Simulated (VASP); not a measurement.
# Fe (Fm-3m) in VASP: further runs, part 2 of 3

VASP 6.6.1.

**4. Electric field gradients, PBE, collinear spin, ferromagnetic start (volume scaled by 1.03)**

INCAR reads:

```
  ALGO = Normal
  EDIFF = 1E-8
  ENCUT = 520
  GGA = PE
  ISIF = 2
  ISMEAR = -1
  ISPIN = 2
  LASPH = T
  LCHARG = F
  LEFG = T
  LMAXMIX = 4
  LORBIT = 11
  LREAL = F
  LWAVE = F
  MAGMOM = 3
  NBANDS = 14
  NELM = 150
  PREC = Accurate
  SIGMA = 0.03
```

KPOINTS reads:

```
k-points
0
Gamma
  17 17 17
```

POSCAR reads:

```
Fe
1.0
    0.0000000000      1.8458735502      1.8458735502
    1.8458735502      0.0000000000      1.8458735502
    1.8458735502      1.8458735502      0.0000000000
Fe
1
Direct
    0.0000000000      0.0000000000      0.0000000000
```

Potentials or basis: VASP PAW PBE potentials, release 64 (Fe).

The run is started by

```
$ cat potpaw_PBE.64/Fe/POTCAR > POTCAR
$ mpirun -np 1 vasp_std > vasp.out
```

OUTCAR:

```text
EDIFF = 1E-8
   ENCUT = 520
   GGA = PE
   ISIF = 2
   ISMEAR = -1
   ISPIN = 2
   LASPH = T
   LORBIT = 11
   LREAL = F
   NELM = 150
   PREC = Accurate

 ion  position               nearest neighbor table
   1  0.000  0.000  0.000-

  LATTYP: Found a face centered cubic cell.
 ALAT       =     3.6917471004

  Lattice vectors:

 A1 = (   0.0000000000,   1.8458735502,   1.8458735502)
 A2 = (   1.8458735502,   0.0000000000,   1.8458735502)
 A3 = (   1.8458735502,   1.8458735502,   0.0000000000)

Analysis of symmetry for initial positions (statically):
=====================================================================
 Subroutine PRICEL returns:
 Original cell was already a primitive cell.

 Routine SETGRP: Setting up the symmetry group for a
 face centered cubic supercell.

 Subroutine GETGRP returns: Found 48 space group operations
 (whereof 48 operations were pure point group operations)
 out of a pool of 48 trial point group operations.

The static configuration has the point symmetry O_h .

Analysis of symmetry for dynamics (positions and initial velocities):
=====================================================================
 Subroutine PRICEL returns:
 Original cell was already a primitive cell.

 Routine SETGRP: Setting up the symmetry group for a
 face centered cubic supercell.

 Subroutine GETGRP returns: Found 48 space group operations
 (whereof 48 operations were pure point group operations)
 out of a pool of 48 trial point group operations.

The dynamic configuration has the point symmetry O_h .

Analysis of structural, dynamic, and magnetic symmetry:
=====================================================================
 Subroutine PRICEL returns:
 Original cell was already a primitive cell.

 Routine SETGRP: Setting up the symmetry group for a
 face centered cubic supercell.

 Subroutine GETGRP returns: Found 48 space group operations
 (whereof 48 operations were pure point group operations)
 out of a pool of 48 trial point group operations.

The overall configuration has the point symmetry O_h .

 Subroutine INISYM returns: Found 48 space group operations
 (whereof 48 operations are pure point group operations),
 and found     1 'primitive' translations

----------------------------------------------------------------------------------------

                                     Primitive cell

  volume of cell :      12.5787

  direct lattice vectors                    reciprocal lattice vectors
     0.000000000  1.845873550  1.845873550    -0.270874459  0.270874459  0.270874459
     1.845873550  0.000000000  1.845873550     0.270874459 -0.270874459  0.270874459
     1.845873550  1.845873550  0.000000000     0.270874459  0.270874459 -0.270874459

  length of vectors
     2.610459409  2.610459409  2.610459409     0.469168326  0.469168326  0.469168326

  position of ions in fractional coordinates (direct lattice)
     0.000000000  0.000000000  0.000000000

  ion indices of the primitive-cell ions
   primitive index   ion index
                 1           1

----------------------------------------------------------------------------------------

[... 115 lines left out ...]

 E-fermi :   5.1311     XC(G=0): -12.5370

 val. band max:        5.1299629808   @ k =   0.4706   0.0000   0.0000
 cond. band min:       5.1369409208   @ k =  -0.3529   0.4706   0.1176
 fundamental gap:      0.0069779400
 Fermi energy:         5.1311019650

 spin component 1

 k-point     1 :       0.0000    0.0000    0.0000
  band No.  band energies     occupation
      1      -3.0503      1.00000
      2       2.6604      1.00000
      3       2.6604      1.00000
      4       2.6604      1.00000
      5       3.5496      1.00000
      6       3.5496      1.00000
      7      26.4885      0.00000
      8      30.1881      0.00000
      9      30.1881      0.00000
     10      30.1881      0.00000
     11      32.8258      0.00000
     12      32.8258      0.00000
     13      32.8258      0.00000
     14      35.5991      0.00000
[... 379 lines left out ...]
      3       2.8225      1.00000
      4       2.8252      1.00000
      5       3.4105      1.00000
      6       3.6105      1.00000
      7      23.6731      0.00000
      8      25.9778      0.00000
      9      28.9594      0.00000
     10      30.7391      0.00000
     11      32.6231      0.00000
     12      33.4044      0.00000
     13      36.5140      0.00000
     14      36.6755      0.00000

 [... further k-points ...]

 spin component 2

 k-point     1 :       0.0000    0.0000    0.0000
  band No.  band energies     occupation
      1      -2.8234      1.00000
      2       5.0888      0.80404
      3       5.0888      0.80369
      4       5.0888      0.80367
      5       6.6103      0.00000
      6       6.6103      0.00000
      7      26.0725      0.00000
      8      30.5897      0.00000
      9      30.5897      0.00000
     10      30.5897      0.00000
     11      33.5491      0.00000
     12      33.5491      0.00000
     13      33.5491      0.00000
     14      34.9366      0.00000
[... 379 lines left out ...]
      3       5.2851      0.00587
      4       5.2859      0.00570
      5       6.4177      0.00000
      6       6.6419      0.00000
      7      24.0977      0.00000
      8      26.2451      0.00000
      9      29.2065      0.00000
     10      31.2270      0.00000
     11      32.7276      0.00000
     12      33.9846      0.00000
     13      36.8599      0.00000
     14      37.6487      0.00000

 [... further k-points ...]

------------------------ aborting loop because EDIFF is reached ----------------------------------------

  FORCE on cell =-STRESS in cart. coord.  units (eV):
  Direction    XX          YY          ZZ          XY          YZ          ZX
  --------------------------------------------------------------------------------------
  -------------------------------------------------------------------------------------
  Total       -0.4983788     -0.4983788     -0.4983788      0.0000000      0.0000000     -0.0000000
  in kB      -63.4796149    -63.4796149    -63.4796149      0.0000000      0.0000000     -0.0000000
  external PRESSURE =     -63.4796149 kB  Pullay stress =       0.0000000 kB

 VOLUME and BASIS-vectors are now :
 -----------------------------------------------------------------------------
  energy-cutoff  :      520.00
  volume of cell :       12.58
      direct lattice vectors                 reciprocal lattice vectors
     0.000000000  1.845873550  1.845873550    -0.270874459  0.270874459  0.270874459
     1.845873550  0.000000000  1.845873550     0.270874459 -0.270874459  0.270874459
     1.845873550  1.845873550  0.000000000     0.270874459  0.270874459 -0.270874459

 POSITION                                       TOTAL-FORCE (eV/Angst)
 -----------------------------------------------------------------------------------
      0.00000      0.00000      0.00000         0.000000      0.000000     -0.000000
 -----------------------------------------------------------------------------------
    total drift:                                0.000000      0.000000      0.000000

  FREE ENERGIE OF THE ION-ELECTRON SYSTEM (eV)
  ---------------------------------------------------
  free  energy   TOTEN  =        -8.0740082779 eV

  energy  without entropy=       -8.0708080977  energy(sigma->0) =       -8.07240819

 Electric field gradients (V/A^2)
---------------------------------------------------------------------
 ion       V_xx      V_yy      V_zz      V_xy      V_xz      V_yz
---------------------------------------------------------------------
   1      -0.000    -0.000     0.000    -0.001    -0.001    -0.001
---------------------------------------------------------------------

 Electric field gradients after diagonalization (V/A^2)
 (convention: |V_zz| > |V_xx| > |V_yy|)
----------------------------------------------------------------------
 ion       V_xx      V_yy      V_zz     asymmetry (V_yy - V_xx)/ V_zz
----------------------------------------------------------------------
   1       0.001     0.001    -0.001       0.000
----------------------------------------------------------------------

           NMR quadrupolar parameters

 Cq : quadrupolar parameter    Cq=e*Q*V_zz/h
 eta: asymmetry parameters     (V_yy - V_xx)/ V_zz
 Q  : nuclear electric quadrupole moment in mb (millibarn)
----------------------------------------------------------------------
 ion       Cq(MHz)       eta       Q (mb)
----------------------------------------------------------------------
   1      -0.000       0.000       1.000
----------------------------------------------------------------------

 total charge

# of ion       s       p       d       tot
------------------------------------------
    1        0.457   0.467   6.150   7.074

 magnetization (x)

# of ion       s       p       d       tot
------------------------------------------
    1       -0.015  -0.052   2.731   2.664
```

stdout:

```text
POSCAR found type information on POSCAR Fe
 POSCAR found :  1 types and       1 ions
 scaLAPACK will be used
 LDA part: xc-table for (Slater+PW92), standard interpolation
 POSCAR, INCAR and KPOINTS ok, starting setup
 FFT: planning ... GRIDC
 FFT: planning ... GRID_SOFT
 FFT: planning ... GRID
 WAVECAR not read
 entering main loop
ion   1
```

It took 26 s on 1 thread of Intel Xeon 6975P-C (Granite Rapids), shared host; peak memory 0.16 GiB.

What came out:

- Free energy: -8.0740 eV
- Pressure: -6.3 GPa
- Net moment: 2.66 μB per cell
- Site moments: Fe +2.66 μB
- Valence electrons inside the program's atomic spheres: Fe 7.07

Caveat: without QUAD_EFG the Cq values of the log hold for a quadrupole moment of 1 mb, not for the nuclei.

**5. Electric field gradients, PBE, collinear spin, ferromagnetic start (volume scaled by 1.06)**

INCAR reads:

```
  PREC = Accurate
  ENCUT = 520
  EDIFF = 1E-8
  ISMEAR = -1
  SIGMA = 0.03
  LREAL = F
  LASPH = T
  NELM = 150
  ALGO = Normal
  ISIF = 2
  LWAVE = F
  LCHARG = F
  ISPIN = 2
  MAGMOM = 3
  LORBIT = 11
  LMAXMIX = 4
  GGA = PE
  LEFG = T
  NBANDS = 14
```

KPOINTS reads:

```
Automatic mesh
0
Gamma
  17 17 17
```

POSCAR reads:

```
Fe
1.0
    0.0000000000      1.8636234232      1.8636234232
    1.8636234232      0.0000000000      1.8636234232
    1.8636234232      1.8636234232      0.0000000000
Fe
1
Direct
    0.0000000000      0.0000000000      0.0000000000
```

Potentials or basis: VASP PAW PBE potentials, release 64 (Fe).

The run is started by

```
$ cat potpaw_PBE.64/Fe/POTCAR > POTCAR
$ mpirun -np 1 vasp_std > vasp.out
```

OUTCAR:

```text
PREC = Accurate
   ENCUT = 520
   EDIFF = 1E-8
   ISMEAR = -1
   LREAL = F
   LASPH = T
   NELM = 150
   ISIF = 2
   ISPIN = 2
   LORBIT = 11
   GGA = PE

 ion  position               nearest neighbor table
   1  0.000  0.000  0.000-

  LATTYP: Found a face centered cubic cell.
 ALAT       =     3.7272468464

  Lattice vectors:

 A1 = (   0.0000000000,   1.8636234232,   1.8636234232)
 A2 = (   1.8636234232,   0.0000000000,   1.8636234232)
 A3 = (   1.8636234232,   1.8636234232,   0.0000000000)

Analysis of symmetry for initial positions (statically):
=====================================================================
 Subroutine PRICEL returns:
 Original cell was already a primitive cell.

 Routine SETGRP: Setting up the symmetry group for a
 face centered cubic supercell.

 Subroutine GETGRP returns: Found 48 space group operations
 (whereof 48 operations were pure point group operations)
 out of a pool of 48 trial point group operations.

The static configuration has the point symmetry O_h .

Analysis of symmetry for dynamics (positions and initial velocities):
=====================================================================
 Subroutine PRICEL returns:
 Original cell was already a primitive cell.

 Routine SETGRP: Setting up the symmetry group for a
 face centered cubic supercell.

 Subroutine GETGRP returns: Found 48 space group operations
 (whereof 48 operations were pure point group operations)
 out of a pool of 48 trial point group operations.

The dynamic configuration has the point symmetry O_h .

Analysis of structural, dynamic, and magnetic symmetry:
=====================================================================
 Subroutine PRICEL returns:
 Original cell was already a primitive cell.
[... 980 lines left out ...]
     14      36.6593      0.00000

 [... further k-points ...]

------------------------ aborting loop because EDIFF is reached ----------------------------------------

  FORCE on cell =-STRESS in cart. coord.  units (eV):
  Direction    XX          YY          ZZ          XY          YZ          ZX
  --------------------------------------------------------------------------------------
  -------------------------------------------------------------------------------------
  Total       -0.8391608     -0.8391608     -0.8391608      0.0000000      0.0000000      0.0000000
  in kB     -103.8607072   -103.8607072   -103.8607072      0.0000000      0.0000000      0.0000000
  external PRESSURE =    -103.8607072 kB  Pullay stress =       0.0000000 kB

 VOLUME and BASIS-vectors are now :
 -----------------------------------------------------------------------------
  energy-cutoff  :      520.00
  volume of cell :       12.95
      direct lattice vectors                 reciprocal lattice vectors
     0.000000000  1.863623423  1.863623423    -0.268294546  0.268294546  0.268294546
     1.863623423  0.000000000  1.863623423     0.268294546 -0.268294546  0.268294546
     1.863623423  1.863623423  0.000000000     0.268294546  0.268294546 -0.268294546

 POSITION                                       TOTAL-FORCE (eV/Angst)
 -----------------------------------------------------------------------------------
      0.00000      0.00000      0.00000        -0.000000     -0.000000      0.000000
 -----------------------------------------------------------------------------------
    total drift:                                0.000000      0.000000      0.000000

  FREE ENERGIE OF THE ION-ELECTRON SYSTEM (eV)
  ---------------------------------------------------
  free  energy   TOTEN  =        -8.0547488732 eV

  energy  without entropy=       -8.0517016319  energy(sigma->0) =       -8.05322525

 Electric field gradients (V/A^2)
---------------------------------------------------------------------
 ion       V_xx      V_yy      V_zz      V_xy      V_xz      V_yz
---------------------------------------------------------------------
   1       0.000    -0.000     0.000    -0.000    -0.000    -0.000
---------------------------------------------------------------------

 Electric field gradients after diagonalization (V/A^2)
 (convention: |V_zz| > |V_xx| > |V_yy|)
----------------------------------------------------------------------
 ion       V_xx      V_yy      V_zz     asymmetry (V_yy - V_xx)/ V_zz
----------------------------------------------------------------------
   1       0.000     0.000    -0.000       0.000
----------------------------------------------------------------------

           NMR quadrupolar parameters

 Cq : quadrupolar parameter    Cq=e*Q*V_zz/h
 eta: asymmetry parameters     (V_yy - V_xx)/ V_zz
 Q  : nuclear electric quadrupole moment in mb (millibarn)
----------------------------------------------------------------------
 ion       Cq(MHz)       eta       Q (mb)
----------------------------------------------------------------------
   1      -0.000       0.000       1.000
----------------------------------------------------------------------

 total charge

# of ion       s       p       d       tot
------------------------------------------
    1        0.446   0.446   6.134   7.026

 magnetization (x)

# of ion       s       p       d       tot
------------------------------------------
    1       -0.015  -0.053   2.751   2.683
```

It took 26 s on 1 thread of Intel Xeon 6975P-C (Granite Rapids), shared host; peak memory 0.16 GiB.

What came out:

```yaml
Free_energy: -8.0547 eV
Pressure: -10.4 GPa
Net_moment: 2.67 μB per cell
Site_moments: Fe +2.68 μB
Valence_electrons_inside_the_program's_atomic_spheres: Fe 7.03
```

Levels at points of the mesh, in eV from the Fermi level:
Spin up:
```csv
k point,band 1,band 2,band 3,band 4,band 5,band 6,band 7,band 8,band 9,band 10
"(0.00, 0.00, 0.00)",-8.06,-2.48,-2.48,-2.48,-1.64,-1.64,21.09,24.59,24.59,24.59
```
Spin down:
```
           k point  band 1  band 2  band 3  band 4  band 5  band 6  band 7  band 8
(0.00, 0.00, 0.00)   -7.85   -0.03   -0.03   -0.03    1.44    1.44   20.65   24.99
```

Caveat: without QUAD_EFG the Cq values of the log hold for a quadrupole moment of 1 mb, not for the nuclei.

[end of part 2 of 3]
